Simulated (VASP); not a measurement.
# TePb (Fm-3m) in VASP: further runs

Runs on TePb. Level: PBEsol. Tasks: single point.

Program: VASP 6.6.1. These are calculated values, not measurements. Logs are shortened: lines on timing, memory, paths and dates and some standing lists are left out, and cuts for length are marked.

**1. The cell of the first run**

The structure is cubic, space group Fm-3m (No. 225). Conventional cell: a = 6.356 Å, b = 6.356 Å, c = 6.356 Å, α = 90.00°, β = 90.00°, γ = 90.00°. Within 4.2 Å of Pb (site symmetry m-3m) lie 6 Te at 3.18 Å. Within 4.2 Å of Te (site symmetry m-3m) lie 6 Pb at 3.18 Å.

**2. Single point, PBEsol (volume scaled by 0.960)**

File INCAR:

```
SYSTEM = TePb
ALGO = Normal
EDIFF = 1E-7
ENCUT = 520
GGA = PS
ISIF = 2
ISMEAR = 0
LASPH = .TRUE.
LCHARG = .FALSE.
LREAL = .FALSE.
LWAVE = .FALSE.
NBANDS = 17
NELM = 60
PREC = Accurate
SIGMA = 0.05
```

File KPOINTS:

```
k-points
0
G
  8 8 8
  0 0 0
```

File POSCAR:

```
TePb
1.0
    0.0000000000      3.1779647424      3.1779647424
    3.1779647424      0.0000000000      3.1779647424
    3.1779647424      3.1779647424      0.0000000000
Pb Te
1 1
Direct
    0.5000000000      0.5000000000      0.5000000000
    0.0000000000      0.0000000000      0.0000000000
```

Potentials or basis: VASP PAW PBE potentials, release 64 (Pb_d, Te).

On the command line:

```console
$ cat potpaw_PBE.64/Pb_d/POTCAR potpaw_PBE.64/Te/POTCAR > POTCAR
$ mpirun -np 1 vasp_std > vasp.out
```

OUTCAR:

```text
SYSTEM = TePb
   EDIFF = 1E-7
   ENCUT = 520
   GGA = PS
   ISIF = 2
   ISMEAR = 0
   LASPH = .TRUE.
   LREAL = .FALSE.
   NELM = 60
   PREC = Accurate

 ion  position               nearest neighbor table
   1  0.500  0.500  0.500-   2 3.18   2 3.18   2 3.18   2 3.18   2 3.18   2 3.18
   2  0.000  0.000  0.000-   1 3.18   1 3.18   1 3.18   1 3.18   1 3.18   1 3.18

  LATTYP: Found a face centered cubic cell.
 ALAT       =     6.3559294848

  Lattice vectors:

 A1 = (   0.0000000000,   3.1779647424,   3.1779647424)
 A2 = (   3.1779647424,   0.0000000000,   3.1779647424)
 A3 = (   3.1779647424,   3.1779647424,   0.0000000000)

Analysis of symmetry for initial positions (statically):
=====================================================================
 Subroutine PRICEL returns:
 Original cell was already a primitive cell.

 Routine SETGRP: Setting up the symmetry group for a
 face centered cubic supercell.

 Subroutine GETGRP returns: Found 48 space group operations
 (whereof 48 operations were pure point group operations)
 out of a pool of 48 trial point group operations.

The static configuration has the point symmetry O_h .

Analysis of symmetry for dynamics (positions and initial velocities):
=====================================================================
 Subroutine PRICEL returns:
 Original cell was already a primitive cell.

 Routine SETGRP: Setting up the symmetry group for a
 face centered cubic supercell.

 Subroutine GETGRP returns: Found 48 space group operations
 (whereof 48 operations were pure point group operations)
 out of a pool of 48 trial point group operations.

The dynamic configuration has the point symmetry O_h .

 Subroutine INISYM returns: Found 48 space group operations
 (whereof 48 operations are pure point group operations),
 and found     1 'primitive' translations

----------------------------------------------------------------------------------------

                                     Primitive cell

  volume of cell :      64.1915

  direct lattice vectors                    reciprocal lattice vectors
     0.000000000  3.177964742  3.177964742    -0.157333401  0.157333401  0.157333401
     3.177964742  0.000000000  3.177964742     0.157333401 -0.157333401  0.157333401
     3.177964742  3.177964742  0.000000000     0.157333401  0.157333401 -0.157333401

  length of vectors
     4.494320839  4.494320839  4.494320839     0.272509444  0.272509444  0.272509444

  position of ions in fractional coordinates (direct lattice)
     0.500000000  0.500000000  0.500000000
     0.000000000  0.000000000  0.000000000

  ion indices of the primitive-cell ions
   primitive index   ion index
                 1           1
                 2           2

----------------------------------------------------------------------------------------

 KPOINTS: k-points

Automatic generation of k-mesh.
 Grid dimensions read from file:
 generate k-points for:    8    8    8

 Generating k-lattice:

  Cartesian coordinates                     Fractional coordinates (reciprocal lattice)
    -0.019666675  0.019666675  0.019666675     0.125000000  0.000000000  0.000000000
     0.019666675 -0.019666675  0.019666675     0.000000000  0.125000000  0.000000000
     0.019666675  0.019666675 -0.019666675     0.000000000  0.000000000  0.125000000

  Length of vectors
     0.034063680  0.034063680  0.034063680

  Shift w.r.t. Gamma in fractional coordinates (k-lattice)
     0.000000000  0.000000000  0.000000000

 Subroutine IBZKPT returns following result:
 ===========================================

 Found     29 irreducible k-points:

 Following reciprocal coordinates:
            Coordinates               Weight
  0.000000  0.000000  0.000000      1.000000
  0.125000  0.000000  0.000000      8.000000
  0.250000  0.000000  0.000000      8.000000
  0.375000  0.000000  0.000000      8.000000
  0.500000  0.000000  0.000000      4.000000
  0.125000  0.125000  0.000000      6.000000
[... 16 lines left out ...]
  0.500000  0.250000  0.125000     48.000000
 -0.375000  0.250000  0.125000     24.000000
 [... further k-points ...]
   k-points           NKPTS =     29   k-points in BZ     NKDIM =     29   number of bands    NBANDS=     17
   number of dos      NEDOS =    301   number of ions     NIONS =      2
   total plane-waves  NPLWV =  46656
   dimension x,y,z NGX =    36 NGY =   36 NGZ =   36
   dimension x,y,z NGXF=    72 NGYF=   72 NGZF=   72
   ions per type =               1   1
   NGX,Y,Z   is equivalent  to a cutoff of  13.32, 13.32, 13.32 a.u.
   NGXF,Y,Z  is equivalent  to a cutoff of  26.63, 26.63, 26.63 a.u.
 SYSTEM =  TePb
   PREC   = accura    normal or accurate (medium, high low for compatibility)
   ISTART =      0    job   : 0-new  1-cont  2-samecut
   ICHARG =      2    charge: 1-file 2-atom 10-const
   ISPIN  =      1    spin polarized calculation?
   LNONCOLLINEAR =      F non collinear calculations
   LSORBIT =      F    spin-orbit coupling
   LASPH  =      T    aspherical Exc in radial PAW
   ENCUT  =  520.0 eV  38.22 Ry    6.18 a.u.   8.36  8.36  8.36*2*pi/ulx,y,z
   NELM   =     60;   NELMIN=  2; NELMDL= -5     # of ELM steps
   EDIFF  = 0.1E-06   stopping-criterion for ELM
   LREAL  =      F    real-space projection
   EDIFFG = 0.1E-05   stopping-criterion for IOM
   NSW    =      0    number of steps for IOM
   IBRION =     -1    ionic relax: 0-MD 1-quasi-New 2-CG
   NFREE  =      0    steps in history (QN), initial steepest desc. (CG)
   ISIF   =      2    stress and relaxation
   ISYM   =      2    0-nonsym 1-usesym 2-fastsym
   POTIM  = 0.5000    time-step for ionic-motion
   TEBEG  =    0.0;   TEEND  =   0.0 temperature during run
   PSTRESS=    0.0 pullay stress
   NELECT =      20.0000    total number of electrons
   NUPDOWN=      -1.0000    fix difference up-down
   EMIN   =  10.00;   EMAX   =-10.00  energy-range for DOS
   EFERMI =   0.00;   METHOD = LEGACY
   ISMEAR =     0;   SIGMA  =   0.05  broadening in eV -4-tet -1-fermi 0-gaus
   EFERMI_NEDOS =   21; number of points for ismear=-14 and -15
   IALGO  =     38    algorithm
   IMIX   =      4    mixing-type and parameters
     AMIX     =   0.40;   BMIX     =  1.00
     AMIX_MAG =   1.60;   BMIX_MAG =  1.00
  volume/ion in A,a.u.               =      32.10       216.59
  Fermi-wavevector in a.u.,A,eV,Ry     =   1.109837  2.097287 16.758807  1.231738
  Thomas-Fermi vector in A             =   2.246381
   LORBIT       =      0    0 simple, 1 ext, 2 COOP (PROOUT), +10 PAW based schemes
   GGA     = PS    functional components
   LHFCALC =     F    Hartree Fock is set to
   AEXX    =    0.0000 exact exchange contribution
   IVDW    =     0    specifies the selected vdW correction
   LEPSILON=     F    determine dielectric tensor
   LRPA    =     F    only Hartree local field effects (RPA)
 non-spin polarized calculation
 Gauss-broadening in eV      SIGMA  =   0.05
  energy-cutoff  :      520.00
  volume of cell :       64.19
 maximum number of plane-waves:      1759
 NGX is ok and might be reduce to    36
   NGX = 17   NGY = 17   NGZ = 17

 number of electron      19.9999999 magnetization

 Free energy of the ion-electron system (eV)
  ---------------------------------------------------
  ext. energy  EPLUGINS =         0.00000000
  ---------------------------------------------------
  free energy    TOTEN  =        -8.24245381 eV

  energy without entropy =       -8.24245381  energy(sigma->0) =       -8.24245381

 E-fermi :   6.4273     XC(G=0):  -9.6938

 val. band max:        6.1328522259   @ k =   0.5000   0.0000   0.0000
 cond. band min:       6.6879732468   @ k =   0.5000   0.0000   0.0000
 fundamental gap:      0.5551210210
 Fermi energy:         6.4273120700

 k-point     1 :       0.0000    0.0000    0.0000
  band No.  band energies     occupation
      1     -10.6028      2.00000
      2     -10.6028      2.00000
      3     -10.5877      2.00000
      4     -10.5877      2.00000
      5     -10.5877      2.00000
      6      -6.3431      2.00000
[... 9 lines left out ...]
     16      11.7596      0.00000
     17      13.1671      0.00000

 k-point     2 :       0.1250    0.0000    0.0000
  band No.  band energies     occupation
      1     -10.6052      2.00000
      2     -10.6052      2.00000
      3     -10.5873      2.00000
      4     -10.5850      2.00000
      5     -10.5850      2.00000
      6      -6.1992      2.00000
[... 9 lines left out ...]
     16      12.0680      0.00000
     17      14.3519      0.00000

 k-point     3 :       0.2500    0.0000    0.0000
  band No.  band energies     occupation
      1     -10.6119      2.00000
      2     -10.6119      2.00000
      3     -10.5864      2.00000
      4     -10.5775      2.00000
      5     -10.5775      2.00000
      6      -5.7828      2.00000
[... 9 lines left out ...]
     16      12.8958      0.00000
     17      16.4644      0.00000

 k-point     4 :       0.3750    0.0000    0.0000
  band No.  band energies     occupation
      1     -10.6191      2.00000
      2     -10.6191      2.00000
      3     -10.5858      2.00000
      4     -10.5695      2.00000
      5     -10.5695      2.00000
      6      -5.1747      2.00000
[... 9 lines left out ...]
     16      14.1598      0.00000
     17      16.9763      0.00000

 k-point     5 :       0.5000    0.0000    0.0000
  band No.  band energies     occupation
      1     -10.6221      2.00000
      2     -10.6221      2.00000
      3     -10.5856      2.00000
      4     -10.5661      2.00000
      5     -10.5661      2.00000
      6      -4.7661      2.00000
[... 9 lines left out ...]
     16      15.3382      0.00000
     17      15.4334      0.00000

 k-point     6 :       0.1250    0.1250    0.0000
  band No.  band energies     occupation
      1     -10.6111      2.00000
      2     -10.6007      2.00000
      3     -10.5896      2.00000
      4     -10.5832      2.00000
      5     -10.5832      2.00000
      6      -6.1509      2.00000
[... 9 lines left out ...]
     16      12.6182      0.00000
     17      14.1100      0.00000

 k-point     7 :       0.2500    0.1250    0.0000
  band No.  band energies     occupation
      1     -10.6207      2.00000
      2     -10.6027      2.00000
      3     -10.5896      2.00000
      4     -10.5782      2.00000
      5     -10.5763      2.00000
      6      -5.8249      2.00000
[... 9 lines left out ...]
     16      13.4940      0.00000
     17      15.2339      0.00000

 k-point     8 :       0.3750    0.1250    0.0000
  band No.  band energies     occupation
      1     -10.6287      2.00000
      2     -10.6099      2.00000
      3     -10.5868      2.00000
      4     -10.5731      2.00000
      5     -10.5682      2.00000
      6      -5.2756      2.00000
[... 9 lines left out ...]
     16      14.7101      0.00000
     17      16.6012      0.00000
[... 203 lines left out ...]
      1     -10.6765      2.00000
      2     -10.5970      2.00000
      3     -10.5931      2.00000
      4     -10.5587      2.00000
      5     -10.5572      2.00000
      6      -4.5217      2.00000
[... 9 lines left out ...]
     16      16.3542      0.00000
     17      16.9089      0.00000

 k-point    20 :      -0.3750    0.3750    0.0000
  band No.  band energies     occupation
      1     -10.6651      2.00000
      2     -10.6015      2.00000
      3     -10.5892      2.00000
      4     -10.5641      2.00000
      5     -10.5595      2.00000
      6      -4.3579      2.00000
[... 9 lines left out ...]
     16      15.0804      0.00000
     17      17.1564      0.00000

 k-point    21 :       0.5000    0.5000    0.0000
  band No.  band energies     occupation
      1     -10.6864      2.00000
      2     -10.6006      2.00000
      3     -10.5887      2.00000
      4     -10.5549      2.00000
      5     -10.5549      2.00000
      6      -4.4590      2.00000
[... 9 lines left out ...]
     16      17.2081      0.00000
     17      17.3469      0.00000

 k-point    22 :       0.3750    0.2500    0.1250
  band No.  band energies     occupation
      1     -10.6319      2.00000
      2     -10.6043      2.00000
      3     -10.5894      2.00000
      4     -10.5723      2.00000
      5     -10.5710      2.00000
      6      -5.4309      2.00000
[... 9 lines left out ...]
     16      14.8192      0.00000
     17      15.1221      0.00000

 k-point    23 :       0.5000    0.2500    0.1250
  band No.  band energies     occupation
      1     -10.6393      2.00000
      2     -10.6101      2.00000
      3     -10.5849      2.00000
      4     -10.5708      2.00000
      5     -10.5655      2.00000
      6      -4.8805      2.00000
[... 9 lines left out ...]
     16      15.0478      0.00000
     17      16.2393      0.00000

 k-point    24 :      -0.3750    0.2500    0.1250
  band No.  band energies     occupation
      1     -10.6417      2.00000
      2     -10.6132      2.00000
      3     -10.5805      2.00000
      4     -10.5731      2.00000
      5     -10.5627      2.00000
      6      -4.5401      2.00000
[... 9 lines left out ...]
     16      15.9296      0.00000
     17      16.2157      0.00000

 [... further k-points ...]
[... 5 lines left out ...]
  --------------------------------------------------------------------------------------
  -------------------------------------------------------------------------------------
  Total        0.8006982      0.8006982      0.8006982     -0.0000000      0.0000000      0.0000000
  in kB       19.9849108     19.9849108     19.9849108     -0.0000000      0.0000000      0.0000000
  external PRESSURE =      19.9849108 kB  Pullay stress =       0.0000000 kB

 VOLUME and BASIS-vectors are now :
 -----------------------------------------------------------------------------
  energy-cutoff  :      520.00
  volume of cell :       64.19
      direct lattice vectors                 reciprocal lattice vectors
     0.000000000  3.177964742  3.177964742    -0.157333401  0.157333401  0.157333401
     3.177964742  0.000000000  3.177964742     0.157333401 -0.157333401  0.157333401
     3.177964742  3.177964742  0.000000000     0.157333401  0.157333401 -0.157333401

 POSITION                                       TOTAL-FORCE (eV/Angst)
 -----------------------------------------------------------------------------------
      3.17796      3.17796      3.17796         0.000000      0.000000      0.000000
      0.00000      0.00000      0.00000        -0.000000     -0.000000     -0.000000
 -----------------------------------------------------------------------------------
    total drift:                                0.000000      0.000000      0.000000

  FREE ENERGIE OF THE ION-ELECTRON SYSTEM (eV)
  ---------------------------------------------------
  free  energy   TOTEN  =        -8.2424538076 eV

  energy  without entropy=       -8.2424538076  energy(sigma->0) =       -8.24245381
```

Run time: 19 s. Hardware: 1 thread of AMD EPYC 9R45 (Zen 5), shared host; peak memory 0.18 GiB.

Results:

```
Free energy            : -8.2425 eV
Pressure               : 2.0 GPa
Band gap on the k mesh : 0.56 eV, direct
```

Levels at points of the mesh, in eV from the valence-band top:
```
           k point  band 6  band 7  band 8  band 9  band 10  band 11  band 12  band 13  band 14  band 15
(0.00, 0.00, 0.00)  -12.48   -5.50   -1.54   -1.54    -1.54     4.09     4.09     4.09     5.63     5.63
(0.50, 0.00, 0.00)  -10.90   -8.90   -1.04   -1.04     0.00     0.56     1.10     1.10     8.33     9.21
(0.50, 0.50, 0.00)  -10.59   -7.41   -4.94   -3.11    -3.11     2.98     5.63     5.63     6.96    10.23
```

Caveat: the PAW data sets were made with another functional, which shifts forces and pressure a little; spin-orbit coupling is left out, which moves the levels of the heavy elements. A k mesh can miss the band edges.

**3. Single point, PBEsol (volume scaled by 0.980)**

File INCAR:

```
PREC = Accurate ; ENCUT = 520
EDIFF = 1E-6 ; ISMEAR = 0
SIGMA = 0.05 ; LREAL = False
LASPH = True ; NELM = 100
ALGO = Normal ; ISIF = 2
LWAVE = False ; LCHARG = True
GGA = PS ; LELF = True
LVHAR = True ; NBANDS = 17
```

File KPOINTS:

```
Automatic mesh
0
Gamma
  8 8 8
```

File POSCAR:

```
TePb
1.0
    0.0000000000      3.1998824332      3.1998824332
    3.1998824332      0.0000000000      3.1998824332
    3.1998824332      3.1998824332      0.0000000000
Pb Te
1 1
Direct
    0.5000000000      0.5000000000      0.5000000000
    0.0000000000      0.0000000000      0.0000000000
```

Potentials or basis: VASP PAW PBE potentials, release 64 (Pb_d, Te).

On the command line:

```console
$ cat potpaw_PBE.64/Pb_d/POTCAR potpaw_PBE.64/Te/POTCAR > POTCAR
$ mpirun -np 1 vasp_std > vasp.out
```

Wall time 18 s (1 thread of AMD EPYC 9R45 (Zen 5), shared host); peak memory 0.18 GiB.

The run converged. Its results:

```
Free energy            : -8.2550 eV
Pressure               : 0.9 GPa
Band gap on the k mesh : 0.60 eV, direct
```

Levels at points of the mesh, in eV from the valence-band top:
| k point | band 8 | band 9 | band 10 | band 11 | band 12 | band 13 |
| --- | --- | --- | --- | --- | --- | --- |
| (0.00, 0.00, 0.00) | -1.45 | -1.45 | -1.45 | 4.08 | 4.08 | 4.08 |
| (0.50, 0.00, 0.00) | -0.97 | -0.97 | 0.00 | 0.60 | 1.16 | 1.16 |
| (0.50, 0.50, 0.00) | -4.76 | -2.98 | -2.98 | 3.08 | 5.56 | 5.56 |

Caveat: the PAW data sets were made with another functional, which shifts forces and pressure a little; spin-orbit coupling is left out, which moves the levels of the heavy elements.
